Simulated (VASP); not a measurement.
# KBr: single point with RPBE

Crystal: KBr.

```
CELL_PARAMETERS angstrom
4.04350 0.00000 0.00000
0.00000 4.04350 0.00000
0.00000 0.00000 4.04350
ATOMIC_POSITIONS crystal
Br 0.50000 0.50000 0.50000
K 0.00000 0.00000 0.00000
```

```yaml
Program: VASP 6.6.1
Task: single point
Functional: RPBE
Potentials_or_basis: VASP PAW PBE potentials, release 64 (Br, K_sv)
Cutoff: 520 eV
k_mesh: 7 × 7 × 7
Occupations: gaussian, width 0.05 eV
Spin: no spin polarisation
Dipole_correction: no
Further_INCAR_settings: ALGO = Normal; EDIFF = 1e-06; NBANDS = 15
```

| Quantity | Value |
| --- | --- |
| Pressure | 1.5 GPa |
| Band gap on the k mesh | 4.20 eV (least direct gap 4.43 eV) |

Levels at points of the mesh, in eV from the valence-band top:
```csv
k point,band 4,band 5,band 6,band 7,band 8,band 9,band 10,band 11,band 12,band 13
"(0.00, 0.00, 0.00)",-12.16,-12.16,-0.23,-0.23,-0.23,4.20,6.09,6.09,9.75,9.75
```

Run time: 16 s on 1 thread of Intel(R) Xeon(R) Platinum 8375C CPU @ 2.90GHz (Ice Lake), with other jobs on the host, peak memory 0.17 GiB.

Caveat: the PAW data sets were made with another functional, which shifts forces and pressure a little; an odd mesh through Γ misses points on the zone boundary, where band edges can lie.
